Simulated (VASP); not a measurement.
A run of VASP 6.6.1 is set up as follows.

INCAR

```
SYSTEM = Al
PREC = Accurate ; ENCUT = 520
EDIFF = 1E-6 ; ISMEAR = -1
SIGMA = 0.15 ; LREAL = .False.
LASPH = .True. ; NELM = 60
ALGO = Normal ; ISIF = 2
LWAVE = .False. ; LCHARG = .False.
GGA = PE ; NBANDS = 8
```

Contents of KPOINTS:

```
Automatic mesh
0
Gamma
  14 14 14
  0 0 0
```

Contents of POSCAR:

```
Al
1.0
    0.0000000000      2.0415396845      2.0415396845
    2.0415396845      0.0000000000      2.0415396845
    2.0415396845      2.0415396845      0.0000000000
Al
1
Direct
    0.0000000000      0.0000000000      0.0000000000
```

Potentials or basis: VASP PAW PBE potentials, release 64 (Al).

The run is started by

```sh
$ cat potpaw_PBE.64/Al/POTCAR > POTCAR
$ mpirun -np 1 vasp_std > vasp.out
```

**Question.** What does it give for the pressure?

**Answer.** -2.2 GPa.
